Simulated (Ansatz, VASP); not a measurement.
**PbSe: VASP beside Ansatz**

```
Pb Se
1.0
    -0.02059    3.06811    3.06811
     3.06811   -0.02059    3.06811
     3.06811    3.06811   -0.02059
Pb Se
1 1
Direct
  0.00000 0.00000 0.00000
  0.50000 0.50000 0.50000
```

Change from the starting cell: shear_111 strain -1.0%.

Alike in both runs: task single point; functional HSE06; k mesh 6 × 6 × 6; no spin polarisation.

|  | VASP | Ansatz |
| --- | --- | --- |
| version | VASP 6.6.1 | Ansatz 0.2.0 |
| potentials or method | VASP PAW PBE potentials, release 64 (Pb_d, Se) | plane waves, PAW |
| plane-wave cutoff (eV) | 400 | 420 |
| occupations | gaussian, width 0.01 eV | fixed |
| valence electrons in the cell | 20 | 30 |

```csv
,VASP,Ansatz,Ansatz less VASP
gap on the k mesh at the Fermi level (eV),0.70,0.69,-0.013
pressure (GPa),0.2,0.3,+0.11
"traceless stress, the component that is largest in VASP (GPa)",0.13,0.13,-0.001
```

VASP's potentials hold 20 valence electrons a cell and Ansatz's 30, so a difference there can come from the potentials and not from the codes. Ansatz's warnings: stress exchange threshold loose, stress scf threshold loose.

Neither program's run includes spin-orbit coupling.
